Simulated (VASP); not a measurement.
# BeTe (F-43m) in VASP: G0W0 quasiparticle levels with PBE

Aim: the G0W0 quasiparticle levels of BeTe with PBE.

Program: VASP 6.6.1. These are calculated values, not measurements. Logs are shortened: lines on timing, memory, paths and dates and some standing lists are left out, and cuts for length are marked.

## 1. The cell of the first run

Symmetry: F-43m, No. 216, cubic system. The conventional cell has a = 5.657 Å, b = 5.657 Å, c = 5.657 Å, α = 90.00°, β = 90.00°, γ = 90.00°. Be (site symmetry -43m) has 4 Te at 2.45 Å within 3.2 Å. Te (site symmetry -43m) has 4 Be at 2.45 Å within 3.2 Å.

## 2. G0W0 quasiparticle levels, PBE

The input, POSCAR:

```
BeTe
1.0
    0.0000000000      2.8286236224      2.8286236224
    2.8286236224      0.0000000000      2.8286236224
    2.8286236224      2.8286236224      0.0000000000
Be Te
1 1
Direct
    0.0000000000      0.0000000000      0.0000000000
    0.2500000000      0.2500000000      0.2500000000
```

The input, INCAR.step1:

```
SYSTEM = BeTe
PREC = Accurate
ENCUT = 500
EDIFF = 1E-8
ISMEAR = 0
SIGMA = 0.01
LREAL = .FALSE.
LASPH = .TRUE.
NELM = 100
ALGO = Normal
LWAVE = .TRUE.
LCHARG = .FALSE.
GGA = PE
```

The input, INCAR.step2:

```
SYSTEM = BeTe
PREC = Accurate
ENCUT = 500
EDIFF = 1E-8
ISMEAR = 0
SIGMA = 0.01
LREAL = .FALSE.
LASPH = .TRUE.
NELM = 1
ALGO = Exact
LWAVE = .TRUE.
LCHARG = .FALSE.
GGA = PE
NBANDS = 192
LOPTICS = .TRUE.
ISTART = 1
```

The input, INCAR.step3:

```
SYSTEM = BeTe
PREC = Accurate
ENCUT = 500
EDIFF = 1E-8
ISMEAR = 0
SIGMA = 0.01
LREAL = .FALSE.
LASPH = .TRUE.
ALGO = EVGW0
LWAVE = .FALSE.
LCHARG = .FALSE.
GGA = PE
NELMGW = 1
NBANDS = 192
ENCUTGW = 150.0
NOMEGA = 96
PRECFOCK = Fast
ISTART = 1
NBANDSGW = 12
OMEGAMAX = 20
```

The input, KPOINTS:

```
regular mesh
0
G
  4 4 4
  0 0 0
```

Potentials or basis: VASP PAW PBE potentials, release 64 (Be_GW, Te_GW).

Command:

```console
$ cat potpaw_PBE.64/Be_GW/POTCAR potpaw_PBE.64/Te_GW/POTCAR > POTCAR
$ cp INCAR.step1 INCAR
$ mpirun -np 1 vasp_std > vasp.out
$ cp INCAR.step2 INCAR
$ mpirun -np 1 vasp_std > vasp.out
$ cp INCAR.step3 INCAR
$ mpirun -np 1 vasp_std > vasp.out
```

OUTCAR:

```text
SYSTEM = BeTe
   PREC = Accurate
   ENCUT = 500
   EDIFF = 1E-8
   ISMEAR = 0
   LREAL = .FALSE.
   LASPH = .TRUE.
   GGA = PE
   NELMGW = 1
   ENCUTGW = 150.0
   PRECFOCK = Fast
   ISTART = 1

 ion  position               nearest neighbor table
   1  0.000  0.000  0.000-   2 2.45   2 2.45   2 2.45   2 2.45
   2  0.250  0.250  0.250-   1 2.45   1 2.45   1 2.45   1 2.45

  LATTYP: Found a face centered cubic cell.
 ALAT       =     5.6572472448

  Lattice vectors:

 A1 = (   0.0000000000,   2.8286236224,   2.8286236224)
 A2 = (   2.8286236224,   0.0000000000,   2.8286236224)
 A3 = (   2.8286236224,   2.8286236224,   0.0000000000)

Analysis of symmetry for initial positions (statically):
=====================================================================
 Subroutine PRICEL returns:
 Original cell was already a primitive cell.

 Routine SETGRP: Setting up the symmetry group for a
 face centered cubic supercell.

 Subroutine GETGRP returns: Found 24 space group operations
 (whereof 24 operations were pure point group operations)
 out of a pool of 48 trial point group operations.

The static configuration has the point symmetry T_d .

Analysis of symmetry for dynamics (positions and initial velocities):
=====================================================================
 Subroutine PRICEL returns:
 Original cell was already a primitive cell.

 Routine SETGRP: Setting up the symmetry group for a
 face centered cubic supercell.

 Subroutine GETGRP returns: Found 24 space group operations
 (whereof 24 operations were pure point group operations)
 out of a pool of 48 trial point group operations.

The dynamic configuration has the point symmetry T_d .

 Subroutine INISYM returns: Found 24 space group operations
 (whereof 24 operations are pure point group operations),
 and found     1 'primitive' translations

----------------------------------------------------------------------------------------

                                     Primitive cell

  volume of cell :      45.2643

  direct lattice vectors                    reciprocal lattice vectors
     0.000000000  2.828623622  2.828623622    -0.176764415  0.176764415  0.176764415
     2.828623622  0.000000000  2.828623622     0.176764415 -0.176764415  0.176764415
     2.828623622  2.828623622  0.000000000     0.176764415  0.176764415 -0.176764415

  length of vectors
     4.000277890  4.000277890  4.000277890     0.306164948  0.306164948  0.306164948

  position of ions in fractional coordinates (direct lattice)
     0.000000000  0.000000000  0.000000000
     0.250000000  0.250000000  0.250000000

  ion indices of the primitive-cell ions
   primitive index   ion index
                 1           1
                 2           2

----------------------------------------------------------------------------------------

 KPOINTS: regular mesh

Automatic generation of k-mesh.
 Grid dimensions read from file:
 generate k-points for:    4    4    4

 Generating k-lattice:

  Cartesian coordinates                     Fractional coordinates (reciprocal lattice)
    -0.044191104  0.044191104  0.044191104     0.250000000  0.000000000  0.000000000
     0.044191104 -0.044191104  0.044191104     0.000000000  0.250000000  0.000000000
     0.044191104  0.044191104 -0.044191104     0.000000000  0.000000000  0.250000000

  Length of vectors
     0.076541237  0.076541237  0.076541237

  Shift w.r.t. Gamma in fractional coordinates (k-lattice)
     0.000000000  0.000000000  0.000000000

 Subroutine IBZKPT returns following result:
 ===========================================

 Found      8 irreducible k-points:

 Following reciprocal coordinates:
            Coordinates               Weight
  0.000000  0.000000  0.000000      1.000000
  0.250000  0.000000  0.000000      8.000000
  0.500000  0.000000  0.000000      4.000000
  0.250000  0.250000  0.000000      6.000000
  0.500000  0.250000  0.000000     24.000000
 -0.250000  0.250000  0.000000     12.000000
  0.500000  0.500000  0.000000      3.000000
 -0.250000  0.500000  0.250000      6.000000
   k-points           NKPTS =      8   k-points in BZ     NKDIM =     64   number of bands    NBANDS=    192
   number of dos      NEDOS =    301   number of ions     NIONS =      2
   total plane-waves  NPLWV =  27000
   dimension x,y,z NGX =    30 NGY =   30 NGZ =   30
   dimension x,y,z NGXF=    60 NGYF=   60 NGZF=   60
   ions per type =               1   1
   NGX,Y,Z   is equivalent  to a cutoff of  12.47, 12.47, 12.47 a.u.
   NGXF,Y,Z  is equivalent  to a cutoff of  24.94, 24.94, 24.94 a.u.
 SYSTEM =  BeTe
   PREC   = accura    normal or accurate (medium, high low for compatibility)
   ISTART =      1    job   : 0-new  1-cont  2-samecut
   ICHARG =      0    charge: 1-file 2-atom 10-const
   ISPIN  =      1    spin polarized calculation?
   LNONCOLLINEAR =      F non collinear calculations
   LSORBIT =      F    spin-orbit coupling
   LASPH  =      T    aspherical Exc in radial PAW
   ENCUT  =  500.0 eV  36.75 Ry    6.06 a.u.   7.29  7.29  7.29*2*pi/ulx,y,z
   NELM   =     60;   NELMIN=  2; NELMDL=  0     # of ELM steps
   EDIFF  = 0.1E-07   stopping-criterion for ELM
   LREAL  =      F    real-space projection
   EDIFFG = 0.1E-06   stopping-criterion for IOM
   NSW    =      0    number of steps for IOM
   IBRION =     -1    ionic relax: 0-MD 1-quasi-New 2-CG
   NFREE  =      0    steps in history (QN), initial steepest desc. (CG)
   ISIF   =      0    stress and relaxation
   ISYM   =      3    0-nonsym 1-usesym 2-fastsym
   POTIM  = 0.5000    time-step for ionic-motion
   TEBEG  =    0.0;   TEEND  =   0.0 temperature during run
   PSTRESS=    0.0 pullay stress
   NELECT =       8.0000    total number of electrons
   NUPDOWN=      -1.0000    fix difference up-down
   EMIN   =  10.00;   EMAX   =-10.00  energy-range for DOS
   EFERMI =   0.00;   METHOD = LEGACY
   ISMEAR =     0;   SIGMA  =   0.01  broadening in eV -4-tet -1-fermi 0-gaus
   EFERMI_NEDOS =   21; number of points for ismear=-14 and -15
   IALGO  =     38    algorithm
   IMIX   =      4    mixing-type and parameters
     AMIX     =   0.40;   BMIX     =  1.00
     AMIX_MAG =   1.60;   BMIX_MAG =  1.00
  volume/ion in A,a.u.               =      22.63       152.73
  Fermi-wavevector in a.u.,A,eV,Ry     =   0.918727  1.736142 11.484116  0.844059
  Thomas-Fermi vector in A             =   2.043841
   LORBIT       =      0    0 simple, 1 ext, 2 COOP (PROOUT), +10 PAW based schemes
   GGA     = PE    functional components
   LHFCALC =     T    Hartree Fock is set to
   PRECFOCK=fast      Normal, Fast or Accurate (Low or Medium for compatibility)
   ENCUT4O =  -1.0   cutoff for four orbital integrals eV
   NKREDX  =     1    reduce k-point grid by
   NKREDY  =     1    reduce k-point grid by
   NKREDZ  =     1    reduce k-point grid by
   AEXX    =    1.0000 exact exchange contribution
   HFSCREEN=    0.0000 screening length (either q_TF or 0.3 A-1)
   HFSCREENC=   0.0000 screening length for correlation (either q_TF or 0.3 A-1)
   ENCUTFOCK=  -1.0 apply spherical cutoff to Coloumb kernel
   IVDW    =     0    specifies the selected vdW correction
   LEPSILON=     F    determine dielectric tensor
   LRPA    =     F    only Hartree local field effects (RPA)
   LRPAFORCE           =     F    calculate RPA forces
   ENCUTGW             = 150.0    cutoff for response function in eV
   ENCUTGWSOFT         = 120.0    soft cutoff for Coulomb kernel in GW response function in eV
   ENCUTLF             =  -1.0    cutoff for local field effects
   NELMGW              =     1    number of iterations in solving QP/BSE equation
   NELMHF              =     1    number of iterations in the inner HF iteration
   NKREDLFX            =     1    NKREDLFY  =   1   NKREDLFZ  =   1
 non-spin polarized calculation
 Gauss-broadening in eV      SIGMA  =   0.01
  energy-cutoff  :      500.00
  volume of cell :       45.26
 maximum number of plane-waves:      1174
 NGX is ok and might be reduce to    30
  NGX = 18; NGY = 18; NGZ = 18
   NGX = 15   NGY = 15   NGZ = 15
 maximum number of plane-waves:       200
 NGX is ok and might be reduce to    18

 QP shifts <psi_nk| G(iteration)W_0 |psi_nk>: iteration 1
 for sc-GW calculations column KS-energies equals QP-energies in previous step
 and V_xc(KS)=  KS-energies - (<T + V_ion + V_H > + <T+V_H+V_ion>^1  + <V_x>^1)

 k-point   1 :       0.0000    0.0000    0.0000
  band No.  KS-energies  QP-energies   sigma(KS)   V_xc(KS)     V^pw_x(r,r')   Z            occupation Imag(sigma)

      1      -7.4965      -8.3538     -11.9751     -10.7681     -17.5914       0.7102       2.0000       1.1076
      2       4.7129       3.9500     -12.0383     -11.0635     -12.9600       0.7826       2.0000       0.0252
      3       4.7129       3.9500     -12.0383     -11.0635     -12.9600       0.7826       2.0000       0.0252
      4       4.7129       3.9500     -12.0383     -11.0635     -12.9600       0.7826       2.0000       0.0252
      5       8.3282       8.6011      -8.9495      -9.3031      -4.7419       0.7718       0.0000      -0.0650
      6       8.3282       8.6011      -8.9495      -9.3031      -4.7419       0.7718       0.0000      -0.0650
      7       8.3282       8.6011      -8.9495      -9.3031      -4.7419       0.7718       0.0000      -0.0650
      8       8.4320       8.8479      -9.0765      -9.6118      -4.6733       0.7769       0.0000      -0.0620
      9      13.0032      12.9782      -7.8496      -7.8160      -2.4123       0.7442       0.0000      -0.1785
     10      15.1050      15.2640      -8.9703      -9.1813      -3.7436       0.7534       0.0000      -0.2207
     11      15.1050      15.2640      -8.9703      -9.1813      -3.7436       0.7534       0.0000      -0.2207
     12      15.9979      16.0648      -7.6760      -7.7647      -2.0951       0.7546       0.0000      -0.2850

 k-point   2 :       0.2500    0.0000    0.0000
  band No.  KS-energies  QP-energies   sigma(KS)   V_xc(KS)     V^pw_x(r,r')   Z            occupation Imag(sigma)

      1      -6.9523      -7.7329     -12.0113     -10.9303     -17.4807       0.7221       2.0000       1.0259
      2       1.4343       0.5753     -11.2398     -10.0942     -13.1424       0.7499       2.0000       0.0564
      3       4.0513       3.2761     -11.8047     -10.8089     -12.8709       0.7786       2.0000       0.0274
      4       4.0513       3.2761     -11.8047     -10.8089     -12.8709       0.7786       2.0000       0.0274
      5       7.9914       8.2558      -8.9671      -9.3075      -4.7724       0.7769       0.0000      -0.0614
      6       9.1957       9.4666      -9.0491      -9.4026      -4.6251       0.7665       0.0000      -0.0738
      7       9.1957       9.4666      -9.0491      -9.4026      -4.6251       0.7665       0.0000      -0.0738
      8      11.6756      11.9570      -9.2863      -9.6643      -4.1316       0.7445       0.0000      -0.1317
      9      13.7488      13.7538      -7.7136      -7.7202      -2.3309       0.7537       0.0000      -0.2138
     10      13.8271      13.9225      -8.4225      -8.5478      -3.3418       0.7616       0.0000      -0.1912
     11      13.8271      13.9225      -8.4225      -8.5478      -3.3418       0.7616       0.0000      -0.1912
     12      16.3026      16.3603      -8.1816      -8.2587      -2.3618       0.7482       0.0000      -0.3784
[... 68 lines left out ...]
      1      -5.7027      -6.3502     -12.3694     -11.4737     -17.3148       0.7228       2.0000       0.7831
      2      -0.3389      -1.2760     -11.1461      -9.8435     -13.9781       0.7193       2.0000       0.1226
      3       2.1128       1.2567     -11.3867     -10.2567     -13.1186       0.7576       2.0000       0.0458
      4       2.1128       1.2567     -11.3867     -10.2567     -13.1186       0.7576       2.0000       0.0458
      5       6.7110       6.7649      -7.9479      -8.0156      -4.1103       0.7946       0.0000      -0.0563
      6       7.3896       7.4449      -8.5244      -8.5952      -4.6111       0.7818       0.0000      -0.0590
      7      14.3554      14.6746      -9.7272     -10.1767      -3.5145       0.7102       0.0000      -0.3060
      8      14.3554      14.6746      -9.7272     -10.1767      -3.5145       0.7102       0.0000      -0.3060
      9      16.1840      16.4854      -8.8654      -9.2784      -2.5182       0.7297       0.0000      -0.4431
     10      17.5673      17.6619      -9.6055      -9.7329      -3.3177       0.7429       0.0000      -0.5651
     11      18.2827      18.3877      -9.0437      -9.1808      -3.1798       0.7660       0.0000      -0.5318
     12      18.2827      18.3877      -9.0437      -9.1808      -3.1798       0.7660       0.0000      -0.5318

 k-point   8 :      -0.2500    0.5000    0.2500
  band No.  KS-energies  QP-energies   sigma(KS)   V_xc(KS)     V^pw_x(r,r')   Z            occupation Imag(sigma)

      1      -5.6706      -6.2995     -12.4022     -11.5104     -17.3361       0.7052       2.0000       0.7601
      2       0.1769      -0.7523     -11.3401     -10.0532     -13.9670       0.7220       2.0000       0.0995
      3       1.0848       0.1956     -10.9527      -9.7636     -12.9718       0.7478       2.0000       0.0623
      4       1.5630       0.7112     -10.9018      -9.7700     -12.6766       0.7526       2.0000       0.0514
      5      10.0004      10.0234      -8.6138      -8.6434      -4.3096       0.7757       0.0000      -0.0780
      6      10.2382      10.6029      -8.7799      -9.2661      -3.7738       0.7500       0.0000      -0.0958
      7      10.2839      10.4378      -8.4507      -8.6521      -3.8019       0.7644       0.0000      -0.0849
      8      10.8478      11.0975      -9.5535      -9.8871      -4.6534       0.7486       0.0000      -0.1088
      9      15.6396      15.9093      -9.3374      -9.7084      -3.1897       0.7269       0.0000      -0.3683
     10      16.3396      16.4678      -9.6499      -9.8244      -3.5007       0.7351       0.0000      -0.4555
     11      17.6552      17.8719      -8.8805      -9.1704      -2.7369       0.7473       0.0000      -0.4902
     12      18.5581      18.7485      -9.0332      -9.2815      -2.8642       0.7667       0.0000      -0.6557
```

Wall time 2.5 min (1 thread of Intel Xeon Platinum 8488C (Sapphire Rapids), shared host); peak memory 0.51 GiB.

Results:

```
Quasiparticle gap                                   : 2.81 eV
Least direct quasiparticle gap                      : 4.65 eV
Band gap of the starting levels on the mesh         : 2.00 eV
Least direct gap of the starting levels on the mesh : 3.62 eV
```

Caveat: the k points lie up to 0.48 Å⁻¹ apart; bands, screening cutoff and mesh are small and nothing is extrapolated, so the quasiparticle values aren't converged; spin-orbit coupling is left out, which moves the levels of the heavy elements.
